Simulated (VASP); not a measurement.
# Ti2C5 (P-1) in VASP: notebook

Runs on Ti2C5. Level: PBE. Tasks: single point.

All numbers are computed with VASP 6.6.1; they aren't measurements. Logs are shortened: lines on timing, memory, paths and dates and some standing lists are left out, and cuts for length are marked.

**1. The cell of the first run**

The typed cell holds 7 atoms: a = 2.637 Å, b = 4.336 Å, c = 6.368 Å, α = 98.94°, β = 78.53°, γ = 89.91°.

**2. Single point, PBE**

Input file INCAR:

```
PREC     = Accurate       # precision mode
ENCUT    = 600            # plane-wave cutoff, eV
EDIFF    = 1E-6           # SCF threshold, eV
ISMEAR   = 0              # smearing method
SIGMA    = 0.2            # smearing width, eV
LREAL    = False          # projectors in reciprocal space
LASPH    = True           # aspherical terms in the spheres
NELM     = 120            # most SCF steps
ALGO     = Normal         # electronic algorithm
ISIF     = 2              # what is computed and relaxed
LWAVE    = False          # write WAVECAR
LCHARG   = False          # write CHGCAR
GGA      = PE             # functional
NBANDS   = 31             # bands
GGA_COMPAT= False
```

Input file KPOINTS:

```
regular mesh
0
Gamma
  6 4 3
```

Input file POSCAR:

```
Ti2C5
1.0
    2.6256986197      0.0108526465      0.2449139187
    0.0186665520      4.3238253673     -0.3222857543
    0.6857589728     -0.5246512283      6.3090616474
Ti C
2 5
Direct
    0.5776556469      0.2053259858      0.3371104717
    0.4223443531      0.7946740142      0.6628895283
    0.2450262321      0.0864717639      0.0104071292
    0.2507168592      0.4212965604     -0.0011348720
    0.7549737679      0.9135282361     -0.0104071292
    0.7492831408      0.5787034396      0.0011348720
    0.0000000000      0.0000000000      0.5000000000
```

Potentials or basis: VASP PAW PBE potentials, release 64 (Ti_sv, C).

Run with:

```sh
$ cat potpaw_PBE.64/Ti_sv/POTCAR potpaw_PBE.64/C/POTCAR > POTCAR
$ mpirun -np 1 vasp_std > vasp.out
```

OUTCAR:

```text
PREC = Accurate
   ENCUT = 600
   EDIFF = 1E-6
   ISMEAR = 0
   LREAL = False
   LASPH = True
   NELM = 120
   ISIF = 2
   GGA = PE

 ion  position               nearest neighbor table
   1  0.578  0.205  0.337-   7 1.96   7 1.96   5 2.33   3 2.40   3 2.43   2 2.91
   2  0.422  0.795  0.663-   7 1.96   7 1.96   3 2.33   5 2.40   5 2.43   1 2.91
   3  0.245  0.086  0.010-   4 1.46   5 1.51   5 1.51   2 2.33   1 2.40   1 2.43
   4  0.251  0.421  0.999-   3 1.46   6 1.48   6 1.48
   5  0.755  0.914  0.990-   6 1.46   3 1.51   3 1.51   1 2.33   2 2.40   2 2.43
   6  0.749  0.579  0.001-   5 1.46   4 1.48   4 1.48
   7  0.000  0.000  0.500-   1 1.96   2 1.96   2 1.96   1 1.96

  LATTYP: Found a triclinic cell.
 ALAT       =    10.4420964299
 B/A-ratio  =     1.4154264230
 C/A-ratio  =     0.8676497990
 COS(alpha) =     0.0007068030
 COS(beta)  =     0.6695248918
 COS(gamma) =     0.7415518993

  Lattice vectors:

 A1 = (   5.9184896602,  -4.8267713026,   7.1211752391)
 A2 = (   6.6415817370,   3.2962282037,  12.7856653779)
 A3 = (   2.5883655157,  -8.6367980881,   0.8894854273)

Analysis of symmetry for initial positions (statically):
=====================================================================
 Subroutine PRICEL returns:
 Original cell was already a primitive cell.

 Routine SETGRP: Setting up the symmetry group for a
 triclinic supercell.

 Subroutine GETGRP returns: Found  2 space group operations
 (whereof  2 operations were pure point group operations)
 out of a pool of  2 trial point group operations.

The static configuration has the point symmetry S_2 .

Analysis of symmetry for dynamics (positions and initial velocities):
=====================================================================
 Subroutine PRICEL returns:
 Original cell was already a primitive cell.

 Routine SETGRP: Setting up the symmetry group for a
 triclinic supercell.

 Subroutine GETGRP returns: Found  2 space group operations
 (whereof  2 operations were pure point group operations)
 out of a pool of  2 trial point group operations.

The dynamic configuration has the point symmetry S_2 .

 Subroutine INISYM returns: Found  2 space group operations
 (whereof  2 operations are pure point group operations),
 and found     1 'primitive' translations

----------------------------------------------------------------------------------------

                                     Primitive cell

  volume of cell :      70.4509

  direct lattice vectors                    reciprocal lattice vectors
     2.625698620  0.010852647  0.244913919     0.384809603 -0.004808720 -0.042226492
     0.018666552  4.323825367 -0.322285754    -0.002795767  0.232754107  0.019659334
     0.685758973 -0.524651228  6.309061647    -0.015080890  0.012076448  0.161145640

  length of vectors
     2.637118475  4.335860048  6.367871163     0.387149365  0.233599614  0.162299696

  position of ions in fractional coordinates (direct lattice)
     0.577655647  0.205325986  0.337110472
     0.422344353  0.794674014  0.662889528
     0.245026232  0.086471764  0.010407129
     0.250716859  0.421296560  0.998865128
     0.754973768  0.913528236  0.989592871
     0.749283141  0.578703440  0.001134872
     0.000000000  0.000000000  0.500000000

  ion indices of the primitive-cell ions
   primitive index   ion index
                 1           1
                 2           2
                 3           3
                 4           4
                 5           5
                 6           6
                 7           7

----------------------------------------------------------------------------------------

 KPOINTS: regular mesh

Automatic generation of k-mesh.
 Grid dimensions read from file:
 generate k-points for:    6    4    3

 Generating k-lattice:

  Cartesian coordinates                     Fractional coordinates (reciprocal lattice)
     0.064134934 -0.000801453 -0.007037749     0.166666667  0.000000000 -0.000000000
    -0.000698942  0.058188527  0.004914834     0.000000000  0.250000000  0.000000000
    -0.005026963  0.004025483  0.053715213    -0.000000000  0.000000000  0.333333333

  Length of vectors
     0.064524894  0.058399904  0.054099899

  Shift w.r.t. Gamma in fractional coordinates (k-lattice)
     0.000000000  0.000000000  0.000000000

 Subroutine IBZKPT returns following result:
 ===========================================

 Found     38 irreducible k-points:

 Following reciprocal coordinates:
            Coordinates               Weight
  0.000000  0.000000  0.000000      1.000000
  0.166667 -0.000000  0.000000      2.000000
  0.333333 -0.000000  0.000000      2.000000
  0.500000 -0.000000  0.000000      1.000000
 -0.000000  0.250000 -0.000000      2.000000
  0.166667  0.250000  0.000000      2.000000
[... 16 lines left out ...]
  0.333333  0.250000  0.333333      2.000000
  0.500000  0.250000  0.333333      2.000000
 [... further k-points ...]
   k-points           NKPTS =     38   k-points in BZ     NKDIM =     38   number of bands    NBANDS=     31
   number of dos      NEDOS =    301   number of ions     NIONS =      7
   total plane-waves  NPLWV =  46656
   dimension x,y,z NGX =    24 NGY =   36 NGZ =   54
   dimension x,y,z NGXF=    48 NGYF=   72 NGZF=  108
   ions per type =               2   5
   NGX,Y,Z   is equivalent  to a cutoff of  15.13, 13.80, 14.10 a.u.
   NGXF,Y,Z  is equivalent  to a cutoff of  30.26, 27.61, 28.20 a.u.
 SYSTEM =  unknown system
   PREC   = accura    normal or accurate (medium, high low for compatibility)
   ISTART =      0    job   : 0-new  1-cont  2-samecut
   ICHARG =      2    charge: 1-file 2-atom 10-const
   ISPIN  =      1    spin polarized calculation?
   LNONCOLLINEAR =      F non collinear calculations
   LSORBIT =      F    spin-orbit coupling
   LASPH  =      T    aspherical Exc in radial PAW
   ENCUT  =  600.0 eV  44.10 Ry    6.64 a.u.   5.27  8.66 12.72*2*pi/ulx,y,z
   NELM   =    120;   NELMIN=  2; NELMDL= -5     # of ELM steps
   EDIFF  = 0.1E-05   stopping-criterion for ELM
   LREAL  =      F    real-space projection
   EDIFFG = 0.1E-04   stopping-criterion for IOM
   NSW    =      0    number of steps for IOM
   IBRION =     -1    ionic relax: 0-MD 1-quasi-New 2-CG
   NFREE  =      0    steps in history (QN), initial steepest desc. (CG)
   ISIF   =      2    stress and relaxation
   ISYM   =      2    0-nonsym 1-usesym 2-fastsym
   POTIM  = 0.5000    time-step for ionic-motion
   TEBEG  =    0.0;   TEEND  =   0.0 temperature during run
   PSTRESS=    0.0 pullay stress
   NELECT =      44.0000    total number of electrons
   NUPDOWN=      -1.0000    fix difference up-down
   EMIN   =  10.00;   EMAX   =-10.00  energy-range for DOS
   EFERMI =   0.00;   METHOD = LEGACY
   ISMEAR =     0;   SIGMA  =   0.20  broadening in eV -4-tet -1-fermi 0-gaus
   EFERMI_NEDOS =   21; number of points for ismear=-14 and -15
   IALGO  =     38    algorithm
   IMIX   =      4    mixing-type and parameters
     AMIX     =   0.40;   BMIX     =  1.00
     AMIX_MAG =   1.60;   BMIX_MAG =  1.00
  volume/ion in A,a.u.               =      10.06        67.92
  Fermi-wavevector in a.u.,A,eV,Ry     =   1.399362  2.644411 26.643128  1.958215
  Thomas-Fermi vector in A             =   2.522429
   LORBIT       =      0    0 simple, 1 ext, 2 COOP (PROOUT), +10 PAW based schemes
   GGA     = PE    functional components
   LHFCALC =     F    Hartree Fock is set to
   AEXX    =    0.0000 exact exchange contribution
   IVDW    =     0    specifies the selected vdW correction
   LEPSILON=     F    determine dielectric tensor
   LRPA    =     F    only Hartree local field effects (RPA)
 non-spin polarized calculation
 Gauss-broadening in eV      SIGMA  =   0.20
  energy-cutoff  :      600.00
  volume of cell :       70.45
 maximum number of plane-waves:      2368
 NGX is ok and might be reduce to    24
   NGX = 11   NGY = 17   NGZ = 25

 number of electron      43.9999998 magnetization

 Free energy of the ion-electron system (eV)
  ---------------------------------------------------
  ext. energy  EPLUGINS =         0.00000000
  ---------------------------------------------------
  free energy    TOTEN  =       -60.33334419 eV

  energy without entropy =      -60.30331492  energy(sigma->0) =      -60.31832955

 E-fermi :   8.0453     XC(G=0): -11.5029

 val. band max:        8.0042702850   @ k =   0.5000  -0.0000   0.0000
 cond. band min:       8.0686078845   @ k =   0.5000  -0.0000   0.0000
 fundamental gap:      0.0643375995
 Fermi energy:         8.0453387765

 k-point     1 :       0.0000    0.0000    0.0000
  band No.  band energies     occupation
      1     -48.8427      2.00000
      2     -48.8040      2.00000
      3     -25.3537      2.00000
      4     -25.2743      2.00000
      5     -25.2064      2.00000
      6     -25.0707      2.00000
[... 23 lines left out ...]
     30      12.1151      0.00000
     31      12.1252      0.00000

 k-point     2 :       0.1667   -0.0000    0.0000
  band No.  band energies     occupation
      1     -48.8109      2.00000
      2     -48.7726      2.00000
      3     -25.3176      2.00000
      4     -25.2446      2.00000
      5     -25.1795      2.00000
      6     -25.0402      2.00000
[... 23 lines left out ...]
     30      12.4433      0.00000
     31      12.8234      0.00000

 k-point     3 :       0.3333   -0.0000    0.0000
  band No.  band energies     occupation
      1     -48.7467      2.00000
      2     -48.7091      2.00000
      3     -25.2752      2.00000
      4     -25.2407      2.00000
      5     -25.2104      2.00000
      6     -25.1762      2.00000
[... 703 lines left out ...]
     30      11.7538      0.00000
     31      12.7595      0.00000

 k-point    24 :       0.5000    0.2500    0.3333
  band No.  band energies     occupation
      1     -48.7093      2.00000
      2     -48.6818      2.00000
      3     -25.4801      2.00000
      4     -25.4329      2.00000
      5     -25.2100      2.00000
      6     -25.1748      2.00000
[... 23 lines left out ...]
     30      12.4483      0.00000
     31      12.5065      0.00000

 [... further k-points ...]

------------------------ aborting loop because EDIFF is reached ----------------------------------------

  FORCE on cell =-STRESS in cart. coord.  units (eV):
  Direction    XX          YY          ZZ          XY          YZ          ZX
  --------------------------------------------------------------------------------------
  -------------------------------------------------------------------------------------
  Total        0.0952023     -0.0342130     -0.0491134     -0.0492419     -0.1001182      0.1654976
  in kB        2.1650661     -0.7780630     -1.1169244     -1.1198470     -2.2768631      3.7637053
  external PRESSURE =       0.0900262 kB  Pullay stress =       0.0000000 kB

 VOLUME and BASIS-vectors are now :
 -----------------------------------------------------------------------------
  energy-cutoff  :      600.00
  volume of cell :       70.45
      direct lattice vectors                 reciprocal lattice vectors
     2.625698620  0.010852647  0.244913919     0.384809603 -0.004808720 -0.042226492
     0.018666552  4.323825367 -0.322285754    -0.002795767  0.232754107  0.019659334
     0.685758973 -0.524651228  6.309061647    -0.015080890  0.012076448  0.161145640

 POSITION                                       TOTAL-FORCE (eV/Angst)
 -----------------------------------------------------------------------------------
      1.75176      0.71720      2.20215         0.007330      0.013006      0.000386
      1.57837      3.09283      4.02954        -0.007330     -0.013006     -0.000386
      0.65212      0.37109      0.09780         0.000894     -0.017939      0.010316
      1.35115      1.30028      6.22753         0.007910      0.003276     -0.000335
      2.67801      3.43894      6.13389        -0.000894      0.017939     -0.010316
      1.97897      2.50975      0.00416        -0.007910     -0.003276      0.000335
      0.34288     -0.26233      3.15453        -0.000000      0.000000      0.000000
 -----------------------------------------------------------------------------------
    total drift:                               -0.000000      0.000000      0.000000

  FREE ENERGIE OF THE ION-ELECTRON SYSTEM (eV)
  ---------------------------------------------------
  free  energy   TOTEN  =       -60.3333441861 eV

  energy  without entropy=      -60.3033149160  energy(sigma->0) =      -60.31832955
```

It took 88 s on 1 thread of Intel Xeon Platinum 8259CL at 2.50GHz (Skylake/Cascade Lake), shared host; peak memory 0.24 GiB.

What came out:

* Free energy: -60.3333 eV
* Pressure: 0.0 GPa
* Largest force: 0.021 eV/Å
* Band gap on the k mesh: zero (bands 22 and 23 overlap by 0.76 eV)

Forces in eV/Å, atoms in the order of the input:
```
Ti   0.007  0.013  0.000
Ti  -0.007 -0.013  0.000
C    0.001 -0.018  0.010
C    0.008  0.003  0.000
C   -0.001  0.018 -0.010
C   -0.008 -0.003  0.000
C    0.000  0.000  0.000
```

Caveat: the k points lie up to 0.41 Å⁻¹ apart, too coarse for converged energies and pressures of a metal.

**3. Single point, PBE**

Input file INCAR:

```
PREC = Accurate ; ENCUT = 600
EDIFF = 1E-6 ; ISMEAR = 0
SIGMA = 0.2 ; LREAL = F
LASPH = T ; NELM = 120
ALGO = Normal ; ISIF = 2
LWAVE = F ; LCHARG = F
GGA = PE ; NBANDS = 31
GGA_COMPAT = F
```

Input file KPOINTS:

```
regular mesh
0
Gamma
  8 6 4
```

Input file POSCAR:

```
Ti2C5
1.0
    2.6357859393      0.0019395137     -0.0109635786
    0.0032563489     -4.3384946944      0.0400468343
   -1.3435173149      1.0476247115     -6.1719565998
Ti C
2 5
Direct
    0.9186777663      0.2012992125      0.3372313597
    0.0813222337      0.7987007875      0.6627686403
    0.2564064446      0.0876215979      0.0128187069
    0.2494763086      0.4213566412      0.9989676100
    0.7435935554      0.9123784021      0.9871812931
    0.7505236914      0.5786433588      0.0010323900
    0.5000000000      0.0000000000      0.5000000000
```

Potentials or basis: VASP PAW PBE potentials, release 64 (Ti_sv, C).

Run with:

```sh
$ cat potpaw_PBE.64/Ti_sv/POTCAR potpaw_PBE.64/C/POTCAR > POTCAR
$ mpirun -np 1 vasp_std > vasp.out
```

Run time: 3.6 min. Hardware: 1 thread of Intel Xeon Platinum 8259CL at 2.50GHz (Skylake/Cascade Lake), shared host; peak memory 0.35 GiB.

Results (log left out):

```yaml
Free_energy: -60.3446 eV
Pressure: 0.0 GPa
Largest_force: 0.022 eV/Å
Band_gap_on_the_k_mesh: zero (bands 22 and 23 overlap by 0.91 eV)
```

Forces in eV/Å, atoms in the order of the input:
```
Ti   0.000 -0.018  0.012
Ti   0.000  0.018 -0.012
C   -0.003 -0.004 -0.011
C    0.011  0.012 -0.012
C    0.003  0.004  0.011
C   -0.011 -0.012  0.012
C    0.000  0.000  0.000
```

Stress tensor (GPa, compression positive):
```
 0.02 -0.02  0.03
-0.02  0.16 -0.18
 0.03 -0.18 -0.22
```

Levels at points of the mesh, in eV from the Fermi level:
| k point | band 20 | band 21 | band 22 | band 23 | band 24 | band 25 |
| --- | --- | --- | --- | --- | --- | --- |
| (0.00, 0.00, 0.00) | -2.09 | -1.64 | -1.10 | -0.23 | 1.89 | 1.90 |
| (0.50, 0.00, 0.00) | -1.62 | -1.59 | -0.08 | 0.01 | 0.70 | 1.04 |
| (0.00, 0.50, 0.00) | -1.49 | -1.11 | -0.30 | 0.76 | 1.48 | 1.82 |
| (0.50, 0.50, 0.00) | -2.85 | -1.62 | -0.28 | 0.64 | 1.20 | 1.71 |
| (0.00, 0.00, 0.50) | -1.46 | -1.05 | -1.03 | -0.65 | 1.88 | 1.97 |
| (0.50, 0.00, 0.50) | -1.62 | -1.59 | -0.08 | 0.01 | 0.70 | 1.04 |
| (0.00, 0.50, 0.50) | -1.42 | -1.09 | -0.61 | 0.46 | 1.53 | 1.80 |
| (0.50, 0.50, 0.50) | -2.85 | -1.62 | -0.28 | 0.64 | 1.20 | 1.71 |

The gap in the log of VASP goes by the Fermi energy; the results here count the filled bands.